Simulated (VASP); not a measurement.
Input of a VASP 6.6.1 run:

The input INCAR:

```
  PREC = Accurate
  ENCUT = 520
  EDIFF = 1E-6
  ISMEAR = 0
  SIGMA = 0.012
  LREAL = False
  LASPH = True
  NELM = 60
  ALGO = Normal
  ISIF = 2
  LWAVE = False
  LCHARG = False
  GGA = PE
  NBANDS = 17
```

File KPOINTS:

```
Automatic mesh
0
Gamma
  7 7 7
```

POSCAR

```
SnTe
1.0
    3.9047000000      0.0000000000      0.0000000000
    0.0000000000      3.9047000000      0.0000000000
    0.0000000000      0.0000000000      3.9047000000
Te Sn
1 1
Direct
    0.5000000000      0.5000000000      0.5000000000
    0.0000000000      0.0000000000      0.0000000000
```

Potentials or basis: VASP PAW PBE potentials, release 64 (Te, Sn_d).

The run is started by

```console
$ cat potpaw_PBE.64/Te/POTCAR potpaw_PBE.64/Sn_d/POTCAR > POTCAR
$ mpirun -np 1 vasp_std > vasp.out
```

Task: What does it give for the band gap on the k mesh?

Result: Zero (band 10 reaches 7.21 eV, above the bottom of band 11 at 6.18 eV).

Task: Predict the pressure.

Result: -1.2 GPa.

Caveat: spin-orbit coupling is left out, which moves the levels of the heavy elements.
